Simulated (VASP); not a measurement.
# Te2Pb in VASP: a series of runs

The runs below take Te2Pb through single point, with PBEsol.

Everything below comes from runs of VASP 6.6.1. Logs are shortened: lines on timing, memory, paths and dates and some standing lists are left out, and cuts for length are marked.

## 1. The cell of the first run

It takes space group Fm-3m (No. 225, cubic). The conventional cell has a = 7.465 Å, b = 7.465 Å, c = 7.465 Å, α = 90.00°, β = 90.00°, γ = 90.00°. Within 4.3 Å of Pb (site symmetry m-3m) lie 8 Te at 3.23 Å. Te (site symmetry -43m) has 4 Pb at 3.23 Å and 6 Te at 3.73 Å within 4.3 Å.

## 2. Single point, PBEsol

The input, INCAR:

```
PREC     = Accurate       # precision mode
ENCUT    = 520            # plane-wave cutoff, eV
EDIFF    = 1E-7           # SCF threshold, eV
ISMEAR   = 0              # smearing method
SIGMA    = 0.05           # smearing width, eV
LREAL    = False          # projectors in reciprocal space
LASPH    = True           # aspherical terms in the spheres
NELM     = 60             # most SCF steps
ALGO     = Normal         # electronic algorithm
ISIF     = 2              # what is computed and relaxed
LWAVE    = False          # write WAVECAR
LCHARG   = True           # write CHGCAR
GGA      = PS             # functional
LELF     = True           # ELF
LVHAR    = True         
NBANDS   = 20             # bands
```

The input, KPOINTS:

```
regular mesh
0
Gamma
  8 8 8
```

The input, POSCAR:

```
Te2Pb
1.0
    0.0000000000      3.7323724595      3.7323724595
    3.7323724595      0.0000000000      3.7323724595
    3.7323724595      3.7323724595      0.0000000000
Pb Te
1 2
Direct
    0.0000000000      0.0000000000      0.0000000000
    0.2500000000      0.2500000000      0.2500000000
    0.7500000000      0.7500000000      0.7500000000
```

Potentials or basis: VASP PAW PBE potentials, release 64 (Pb_d, Te).

Launch:

```sh
> cat potpaw_PBE.64/Pb_d/POTCAR potpaw_PBE.64/Te/POTCAR > POTCAR
> mpirun -np 1 vasp_std > vasp.out
```

OUTCAR:

```text
PREC = Accurate
   ENCUT = 520
   EDIFF = 1E-7
   ISMEAR = 0
   LREAL = False
   LASPH = True
   NELM = 60
   ISIF = 2
   GGA = PS

 ion  position               nearest neighbor table
   1  0.000  0.000  0.000-   3 3.23   3 3.23   3 3.23   2 3.23   2 3.23   2 3.23   3 3.23   2 3.23

   2  0.250  0.250  0.250-   1 3.23   1 3.23   1 3.23   1 3.23
   3  0.750  0.750  0.750-   1 3.23   1 3.23   1 3.23   1 3.23

  LATTYP: Found a face centered cubic cell.
 ALAT       =     7.4647449190

  Lattice vectors:

 A1 = (   0.0000000000,   3.7323724595,   3.7323724595)
 A2 = (   3.7323724595,   0.0000000000,   3.7323724595)
 A3 = (   3.7323724595,   3.7323724595,   0.0000000000)

Analysis of symmetry for initial positions (statically):
=====================================================================
 Subroutine PRICEL returns:
 Original cell was already a primitive cell.

 Routine SETGRP: Setting up the symmetry group for a
 face centered cubic supercell.

 Subroutine GETGRP returns: Found 48 space group operations
 (whereof 48 operations were pure point group operations)
 out of a pool of 48 trial point group operations.

The static configuration has the point symmetry O_h .

Analysis of symmetry for dynamics (positions and initial velocities):
=====================================================================
 Subroutine PRICEL returns:
 Original cell was already a primitive cell.

 Routine SETGRP: Setting up the symmetry group for a
 face centered cubic supercell.

 Subroutine GETGRP returns: Found 48 space group operations
 (whereof 48 operations were pure point group operations)
 out of a pool of 48 trial point group operations.

The dynamic configuration has the point symmetry O_h .

 Subroutine INISYM returns: Found 48 space group operations
 (whereof 48 operations are pure point group operations),
 and found     1 'primitive' translations

----------------------------------------------------------------------------------------

                                     Primitive cell

  volume of cell :     103.9884

  direct lattice vectors                    reciprocal lattice vectors
     0.000000000  3.732372460  3.732372460    -0.133963050  0.133963050  0.133963050
     3.732372460  0.000000000  3.732372460     0.133963050 -0.133963050  0.133963050
[... 76 lines left out ...]
   NGXF,Y,Z  is equivalent  to a cutoff of  25.20, 25.20, 25.20 a.u.
 SYSTEM =  unknown system
   PREC   = accura    normal or accurate (medium, high low for compatibility)
   ISTART =      0    job   : 0-new  1-cont  2-samecut
   ICHARG =      2    charge: 1-file 2-atom 10-const
   ISPIN  =      1    spin polarized calculation?
   LNONCOLLINEAR =      F non collinear calculations
   LSORBIT =      F    spin-orbit coupling
   LASPH  =      T    aspherical Exc in radial PAW
   ENCUT  =  520.0 eV  38.22 Ry    6.18 a.u.   9.81  9.81  9.81*2*pi/ulx,y,z
   NELM   =     60;   NELMIN=  2; NELMDL= -5     # of ELM steps
   EDIFF  = 0.1E-06   stopping-criterion for ELM
   LREAL  =      F    real-space projection
   EDIFFG = 0.1E-05   stopping-criterion for IOM
   NSW    =      0    number of steps for IOM
   IBRION =     -1    ionic relax: 0-MD 1-quasi-New 2-CG
   NFREE  =      0    steps in history (QN), initial steepest desc. (CG)
   ISIF   =      2    stress and relaxation
   ISYM   =      2    0-nonsym 1-usesym 2-fastsym
   POTIM  = 0.5000    time-step for ionic-motion
   TEBEG  =    0.0;   TEEND  =   0.0 temperature during run
   PSTRESS=    0.0 pullay stress
   NELECT =      26.0000    total number of electrons
   NUPDOWN=      -1.0000    fix difference up-down
   EMIN   =  10.00;   EMAX   =-10.00  energy-range for DOS
   EFERMI =   0.00;   METHOD = LEGACY
   ISMEAR =     0;   SIGMA  =   0.05  broadening in eV -4-tet -1-fermi 0-gaus
   EFERMI_NEDOS =   21; number of points for ismear=-14 and -15
   IALGO  =     38    algorithm
   IMIX   =      4    mixing-type and parameters
     AMIX     =   0.40;   BMIX     =  1.00
     AMIX_MAG =   1.60;   BMIX_MAG =  1.00
  volume/ion in A,a.u.               =      34.66       233.92
  Fermi-wavevector in a.u.,A,eV,Ry     =   1.031346  1.948961 14.472166  1.063674
  Thomas-Fermi vector in A             =   2.165489
   LORBIT       =      0    0 simple, 1 ext, 2 COOP (PROOUT), +10 PAW based schemes
   GGA     = PS    functional components
   LHFCALC =     F    Hartree Fock is set to
   AEXX    =    0.0000 exact exchange contribution
   IVDW    =     0    specifies the selected vdW correction
   LEPSILON=     F    determine dielectric tensor
   LRPA    =     F    only Hartree local field effects (RPA)
 non-spin polarized calculation
 Gauss-broadening in eV      SIGMA  =   0.05
  energy-cutoff  :      520.00
  volume of cell :      103.99
 maximum number of plane-waves:      2826
   NGX = 19   NGY = 19   NGZ = 19

 number of electron      26.0000000 magnetization

 Free energy of the ion-electron system (eV)
  ---------------------------------------------------
  ext. energy  EPLUGINS =         0.00000000
  ---------------------------------------------------
  free energy    TOTEN  =       -10.71391844 eV

  energy without entropy =      -10.70869544  energy(sigma->0) =      -10.71130694

 E-fermi :   5.1248     XC(G=0):  -9.2226

 val. band max:        5.0811248240   @ k =   0.3750   0.1250   0.0000
 cond. band min:       5.1251329385   @ k =   0.5000   0.3750   0.0000
 fundamental gap:      0.0440081145
 Fermi energy:         5.1247597922

 k-point     1 :       0.0000    0.0000    0.0000
  band No.  band energies     occupation
      1     -11.3944      2.00000
      2     -11.3944      2.00000
      3     -11.3944      2.00000
      4     -11.3564      2.00000
      5     -11.3564      2.00000
      6      -7.2505      2.00000
[... 541 lines left out ...]
     19      12.5144      0.00000
     20      13.2220      0.00000

 [... further k-points ...]
[... 5 lines left out ...]
  --------------------------------------------------------------------------------------
  -------------------------------------------------------------------------------------
  Total       -0.0642963     -0.0642963     -0.0642963     -0.0000000     -0.0000000     -0.0000000
  in kB       -0.9906302     -0.9906302     -0.9906302     -0.0000000     -0.0000000     -0.0000000
  external PRESSURE =      -0.9906302 kB  Pullay stress =       0.0000000 kB

 VOLUME and BASIS-vectors are now :
 -----------------------------------------------------------------------------
  energy-cutoff  :      520.00
  volume of cell :      103.99
      direct lattice vectors                 reciprocal lattice vectors
     0.000000000  3.732372460  3.732372460    -0.133963050  0.133963050  0.133963050
     3.732372460  0.000000000  3.732372460     0.133963050 -0.133963050  0.133963050
     3.732372460  3.732372460  0.000000000     0.133963050  0.133963050 -0.133963050

 POSITION                                       TOTAL-FORCE (eV/Angst)
 -----------------------------------------------------------------------------------
      0.00000      0.00000      0.00000        -0.000000     -0.000000      0.000000
      1.86619      1.86619      1.86619        -0.000000      0.000000     -0.000000
      5.59856      5.59856      5.59856         0.000000     -0.000000      0.000000
 -----------------------------------------------------------------------------------
    total drift:                               -0.000000      0.000000      0.000000

  FREE ENERGIE OF THE ION-ELECTRON SYSTEM (eV)
  ---------------------------------------------------
  free  energy   TOTEN  =       -10.7139184372 eV

  energy  without entropy=      -10.7086954363  energy(sigma->0) =      -10.71130694
```

OSZICAR:

```text
N       E                     dE             d eps       ncg     rms          rms(c)
DAV:   1     0.199318205208E+03    0.19932E+03   -0.10905E+04  1160   0.117E+03
DAV:   2     0.677911762153E+01   -0.19254E+03   -0.18606E+03  1216   0.293E+02
DAV:   3    -0.101192330937E+02   -0.16898E+02   -0.16537E+02  1512   0.939E+01
DAV:   4    -0.107192978478E+02   -0.60006E+00   -0.59739E+00  1424   0.187E+01
DAV:   5    -0.107416022374E+02   -0.22304E-01   -0.22301E-01  1588   0.355E+00    0.575E+00
DAV:   6    -0.107167290312E+02    0.24873E-01   -0.53084E-02  1352   0.240E+00    0.369E+00
DAV:   7    -0.107148392789E+02    0.18898E-02   -0.38218E-02  1416   0.153E+00    0.178E-01
DAV:   8    -0.107137867739E+02    0.10525E-02   -0.75467E-03  1308   0.934E-01    0.973E-02
DAV:   9    -0.107139139930E+02   -0.12722E-03   -0.46452E-04  1256   0.136E-01    0.482E-02
DAV:  10    -0.107139137778E+02    0.21519E-06   -0.16099E-05  1536   0.277E-02    0.239E-02
DAV:  11    -0.107139181429E+02   -0.43651E-05   -0.14502E-05  1236   0.267E-02    0.225E-02
DAV:  12    -0.107139179749E+02    0.16801E-06   -0.70039E-07  1312   0.108E-02    0.109E-02
DAV:  13    -0.107139181333E+02   -0.15843E-06   -0.18723E-07  1004   0.329E-03    0.193E-03
DAV:  14    -0.107139184385E+02   -0.30515E-06   -0.94509E-08  1000   0.173E-03    0.823E-04
DAV:  15    -0.107139184372E+02    0.12774E-08   -0.19863E-08   812   0.131E-03
   1 F= -.10713918E+02 E0= -.10711307E+02  d E =-.522300E-02
```

It took 51 s on 1 thread of Intel Xeon Platinum 8259CL at 2.50GHz (Skylake/Cascade Lake), shared host; peak memory 0.26 GiB.

Results:

| Quantity | Value |
| --- | --- |
| Free energy | -10.7139 eV |
| Pressure | -0.1 GPa |
| Band gap on the k mesh | zero (band 13 reaches 5.96 eV, above the bottom of band 14 at 3.91 eV) |

Caveat: the PAW data sets were made with another functional, which shifts forces and pressure a little; spin-orbit coupling is left out, which moves the levels of the heavy elements.

(Part 1 of 2 ends here.)
